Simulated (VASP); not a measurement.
# Ge (C2/c) in VASP: further runs, part 3 of 3

VASP 6.6.1. Earlier steps stand in the parts before.

## 7. Single point, RPBE (volume scaled by 0.92)

Contents of INCAR:

```
SYSTEM = Ge
PREC     = Accurate       ! precision mode
ENCUT    = 520            ! plane-wave cutoff, eV
EDIFF    = 1E-6           ! SCF threshold, eV
ISMEAR   = -1             ! smearing method
SIGMA    = 0.1            ! smearing width, eV
LREAL    = .FALSE.        ! projectors in reciprocal space
LASPH    = .TRUE.         ! aspherical terms in the spheres
NELM     = 100            ! most SCF steps
ALGO     = Normal         ! electronic algorithm
ISIF     = 2              ! what is computed and relaxed
LWAVE    = .FALSE.        ! write WAVECAR
LCHARG   = .TRUE.         ! write CHGCAR
GGA      = RP             ! functional
LELF     = .TRUE.         ! ELF
LVHAR    = .TRUE.       
NBANDS   = 21             ! bands
```

Contents of KPOINTS:

```
regular mesh
0
G
  14 14 10
  0 0 0
```

Contents of POSCAR:

```
Ge
1.0
   -2.5385412451      2.5416029339      1.4041937663
    2.5416029339     -2.5385412451      1.4041937663
    2.5523303718      2.5523303718     -1.3985862776
Ge
2
Direct
    0.9997552703      0.0002447297      0.0000000000
    0.7502447297      0.2497552703      0.5000000000
```

Potentials or basis: VASP PAW PBE potentials, release 64 (Ge_d).

The run is started by

```sh
$ cat potpaw_PBE.64/Ge_d/POTCAR > POTCAR
$ mpirun -np 1 vasp_std > vasp.out
```

OUTCAR:

```text
SYSTEM = Ge
   PREC = Accurate
   ENCUT = 520
   EDIFF = 1E-6
   ISMEAR = -1
   LREAL = .FALSE.
   LASPH = .TRUE.
   NELM = 100
   ISIF = 2
   GGA = RP

 ion  position               nearest neighbor table
   1  1.000  0.000  0.000-   2 2.64   2 2.64   2 2.65   2 2.65
   2  0.750  0.250  0.500-   1 2.64   1 2.64   1 2.65   1 2.65

  LATTYP: Found a base centered monoclinic cell.
 ALAT       =     2.8083908704
 B/A-ratio  =     2.5581940436
 C/A-ratio  =     1.3783778133
 COS(beta)  =    -0.3598581844

  Lattice vectors:

 A1 = (  -2.5385412451,   2.5416029339,   1.4041937663)
 A2 = (   2.5416029339,  -2.5385412451,   1.4041937663)
 A3 = (   2.5523303718,   2.5523303718,  -1.3985862776)

Analysis of symmetry for initial positions (statically):
=====================================================================
 Subroutine PRICEL returns:
 Original cell was already a primitive cell.

 Routine SETGRP: Setting up the symmetry group for a
 base centered monoclinic supercell.

 Subroutine GETGRP returns: Found  4 space group operations
 (whereof  2 operations were pure point group operations)
 out of a pool of  4 trial point group operations.

The static configuration has the point symmetry C_2 .
 The point group associated with its full space group is C_2h.

Analysis of symmetry for dynamics (positions and initial velocities):
=====================================================================
 Subroutine PRICEL returns:
 Original cell was already a primitive cell.

 Routine SETGRP: Setting up the symmetry group for a
 base centered monoclinic supercell.

 Subroutine GETGRP returns: Found  4 space group operations
 (whereof  2 operations were pure point group operations)
 out of a pool of  4 trial point group operations.

The dynamic configuration has the point symmetry C_2 .
 The point group associated with its full space group is C_2h.

 Subroutine INISYM returns: Found  4 space group operations
 (whereof  2 operations are pure point group operations),
 and found     1 'primitive' translations

----------------------------------------------------------------------------------------

                                     Primitive cell

  volume of cell :      36.4359

  direct lattice vectors                    reciprocal lattice vectors
    -2.538541245  2.541602934  1.404193766    -0.000922098  0.195922709  0.355863625
     2.541602934 -2.538541245  1.404193766     0.195922709 -0.000922098  0.355863625
     2.552330372  2.552330372 -1.398586278     0.195782446  0.195782446 -0.000426882

  length of vectors
     3.856902547  3.856902547  3.871023667     0.406233280  0.406233280  0.276878520

  position of ions in fractional coordinates (direct lattice)
     0.999755270  0.000244730  0.000000000
     0.750244730  0.249755270  0.500000000

  ion indices of the primitive-cell ions
   primitive index   ion index
                 1           1
                 2           2

----------------------------------------------------------------------------------------

 KPOINTS: regular mesh

Automatic generation of k-mesh.
 Grid dimensions read from file:
 generate k-points for:   14   14   10

 Generating k-lattice:

  Cartesian coordinates                     Fractional coordinates (reciprocal lattice)
    -0.000065864  0.013994479  0.025418830     0.071428571  0.000000000  0.000000000
     0.013994479 -0.000065864  0.025418830     0.000000000  0.071428571  0.000000000
     0.019578245  0.019578245 -0.000042688     0.000000000  0.000000000  0.100000000

  Length of vectors
     0.029016663  0.029016663  0.027687852

  Shift w.r.t. Gamma in fractional coordinates (k-lattice)
     0.000000000  0.000000000  0.000000000

 Subroutine IBZKPT returns following result:
 ===========================================

 Found    534 irreducible k-points:

 Following reciprocal coordinates:
            Coordinates               Weight
  0.000000  0.000000  0.000000      1.000000
  0.071429  0.000000 -0.000000      4.000000
  0.142857  0.000000 -0.000000      4.000000
  0.214286 -0.000000  0.000000      4.000000
  0.285714  0.000000 -0.000000      4.000000
  0.357143  0.000000  0.000000      4.000000
[... 16 lines left out ...]
  0.214286  0.142857  0.000000      4.000000
  0.285714  0.142857  0.000000      4.000000
 [... further k-points ...]
   k-points           NKPTS =    534   k-points in BZ     NKDIM =    534   number of bands    NBANDS=     21
   number of dos      NEDOS =    301   number of ions     NIONS =      2
   total plane-waves  NPLWV =  27000
   dimension x,y,z NGX =    30 NGY =   30 NGZ =   30
   dimension x,y,z NGXF=    60 NGYF=   60 NGZF=   60
   ions per type =               2
   NGX,Y,Z   is equivalent  to a cutoff of  12.93, 12.93, 12.88 a.u.
   NGXF,Y,Z  is equivalent  to a cutoff of  25.86, 25.86, 25.77 a.u.
 SYSTEM =  Ge
   PREC   = accura    normal or accurate (medium, high low for compatibility)
   ISTART =      0    job   : 0-new  1-cont  2-samecut
   ICHARG =      2    charge: 1-file 2-atom 10-const
   ISPIN  =      1    spin polarized calculation?
   LNONCOLLINEAR =      F non collinear calculations
   LSORBIT =      F    spin-orbit coupling
   LASPH  =      T    aspherical Exc in radial PAW
   ENCUT  =  520.0 eV  38.22 Ry    6.18 a.u.   7.17  7.17  7.20*2*pi/ulx,y,z
   NELM   =    100;   NELMIN=  2; NELMDL= -5     # of ELM steps
   EDIFF  = 0.1E-05   stopping-criterion for ELM
   LREAL  =      F    real-space projection
   EDIFFG = 0.1E-04   stopping-criterion for IOM
   NSW    =      0    number of steps for IOM
   IBRION =     -1    ionic relax: 0-MD 1-quasi-New 2-CG
   NFREE  =      0    steps in history (QN), initial steepest desc. (CG)
   ISIF   =      2    stress and relaxation
   ISYM   =      2    0-nonsym 1-usesym 2-fastsym
   POTIM  = 0.5000    time-step for ionic-motion
   TEBEG  =    0.0;   TEEND  =   0.0 temperature during run
   PSTRESS=    0.0 pullay stress
   NELECT =      28.0000    total number of electrons
   NUPDOWN=      -1.0000    fix difference up-down
   EMIN   =  10.00;   EMAX   =-10.00  energy-range for DOS
   EFERMI =   0.00;   METHOD = LEGACY
   ISMEAR =    -1;   SIGMA  =   0.10  broadening in eV -4-tet -1-fermi 0-gaus
   EFERMI_NEDOS =   21; number of points for ismear=-14 and -15
   IALGO  =     38    algorithm
   IMIX   =      4    mixing-type and parameters
     AMIX     =   0.40;   BMIX     =  1.00
     AMIX_MAG =   1.60;   BMIX_MAG =  1.00
  volume/ion in A,a.u.               =      18.22       122.94
  Fermi-wavevector in a.u.,A,eV,Ry     =   1.499516  2.833674 30.593351  2.248548
  Thomas-Fermi vector in A             =   2.611136
   LORBIT       =      0    0 simple, 1 ext, 2 COOP (PROOUT), +10 PAW based schemes
   GGA     = RP    functional components
   LHFCALC =     F    Hartree Fock is set to
   AEXX    =    0.0000 exact exchange contribution
   IVDW    =     0    specifies the selected vdW correction
   LEPSILON=     F    determine dielectric tensor
   LRPA    =     F    only Hartree local field effects (RPA)
 non-spin polarized calculation
  energy-cutoff  :      520.00
  volume of cell :       36.44
 maximum number of plane-waves:       997
 NGX is ok and might be reduce to    30
   NGX = 15   NGY = 15   NGZ = 15

 number of electron      28.0000007 magnetization

 Free energy of the ion-electron system (eV)
  ---------------------------------------------------
  ext. energy  EPLUGINS =         0.00000000
  ---------------------------------------------------
  free energy    TOTEN  =        -7.79137641 eV

  energy without entropy =       -7.76588080  energy(sigma->0) =       -7.77862860

 E-fermi :   7.0900     XC(G=0): -11.2997

 val. band max:        7.0888043385   @ k =  -0.1429   0.3571   0.4000
 cond. band min:       7.0953227435   @ k =   0.5000   0.4286  -0.0000
 fundamental gap:      0.0065184050
 Fermi energy:         7.0899744255

 k-point     1 :       0.0000    0.0000    0.0000
  band No.  band energies     occupation
      1     -17.7350      2.00000
      2     -17.6794      2.00000
      3     -17.6561      2.00000
      4     -17.6459      2.00000
      5     -17.5473      2.00000
      6     -17.5473      2.00000
[... 13 lines left out ...]
     20      18.8774      0.00000
     21      19.7364      0.00000

 k-point     2 :       0.0714    0.0000   -0.0000
  band No.  band energies     occupation
      1     -17.7329      2.00000
      2     -17.6731      2.00000
      3     -17.6533      2.00000
      4     -17.6381      2.00000
      5     -17.5527      2.00000
      6     -17.5517      2.00000
[... 520 lines left out ...]
 k-point    24 :       0.2857    0.1429    0.0000
  band No.  band energies     occupation
      1     -17.7007      2.00000
      2     -17.6363      2.00000
      3     -17.6110      2.00000
      4     -17.6070      2.00000
      5     -17.5840      2.00000
      6     -17.5789      2.00000
[... 13 lines left out ...]
     20      16.6127      0.00000
     21      18.3790      0.00000

 [... further k-points ...]
[... 5 lines left out ...]
  --------------------------------------------------------------------------------------
  -------------------------------------------------------------------------------------
  Total        1.3771861      1.3771861      1.4274643     -0.0939511     -0.0034853     -0.0034853
  in kB       60.5583296     60.5583296     62.7691867     -4.1312658     -0.1532572     -0.1532582
  external PRESSURE =      61.2952820 kB  Pullay stress =       0.0000000 kB

 VOLUME and BASIS-vectors are now :
 -----------------------------------------------------------------------------
  energy-cutoff  :      520.00
  volume of cell :       36.44
      direct lattice vectors                 reciprocal lattice vectors
    -2.538541245  2.541602934  1.404193766    -0.000922098  0.195922709  0.355863625
     2.541602934 -2.538541245  1.404193766     0.195922709 -0.000922098  0.355863625
     2.552330372  2.552330372 -1.398586278     0.195782446  0.195782446 -0.000426882

 POSITION                                       TOTAL-FORCE (eV/Angst)
 -----------------------------------------------------------------------------------
     -2.53730      2.54036      1.40419        -0.011976      0.011976      0.000000
      0.00642      2.54898      0.70490         0.011976     -0.011976     -0.000000
 -----------------------------------------------------------------------------------
    total drift:                                0.000000      0.000000     -0.000000

  FREE ENERGIE OF THE ION-ELECTRON SYSTEM (eV)
  ---------------------------------------------------
  free  energy   TOTEN  =        -7.7913764078 eV

  energy  without entropy=       -7.7658807958  energy(sigma->0) =       -7.77862860
```

Wall time 7.2 min (1 thread of Oxide Virtual Turin-like, shared host); peak memory 0.38 GiB.

What came out:

- Free energy: -7.7914 eV
- Pressure: 6.1 GPa
- Largest force: 0.017 eV/Å
- Band gap on the k mesh: zero (band 14 reaches 9.11 eV, above the bottom of band 15 at 3.70 eV)

Forces in eV/Å, atoms in the order of the input:
```
Ge  -0.012  0.012  0.000
Ge   0.012 -0.012  0.000
```

Caveat: the PAW data sets were made with another functional, which shifts forces and pressure a little.

## 8. Overview

| cell | gap on the mesh (eV) | pressure (GPa) | largest force (eV/Å) |
| --- | --- | --- | --- |
| a = 3.912, b = 3.912, c = 3.926 Å, angles 97.5, 97.5, 137.3°, 2 atoms | none | 2.8 | 0.01 |
| a = 3.966, b = 3.966, c = 3.980 Å, angles 97.5, 97.5, 137.3°, 2 atoms | none | -0.2 | 0.01 |
| a = 4.018, b = 4.018, c = 4.032 Å, angles 97.5, 97.5, 137.3°, 2 atoms | none | -2.4 | 0.01 |
| a = 4.069, b = 4.069, c = 4.084 Å, angles 97.5, 97.5, 137.3°, 2 atoms | none | -4.0 | 0.01 |
| a = 3.800, b = 3.800, c = 3.814 Å, angles 97.5, 97.5, 137.3°, 2 atoms | none | 10.8 | 0.02 |
| a = 3.857, b = 3.857, c = 3.871 Å, angles 97.5, 97.5, 137.3°, 2 atoms | none | 6.1 | 0.02 |

Alike in all rows: task single point; level RPBE; potentials or basis VASP PAW PBE potentials, release 64 (Ge_d); no spin polarisation; k mesh 14 × 14 × 10; cutoff (eV) 520; smearing fermi-dirac 0.1 eV.

Caveats: the PAW data sets were made with another functional, which shifts forces and pressure a little.

Total energies depend on the potentials used, so only differences within one code and one set of settings carry meaning.
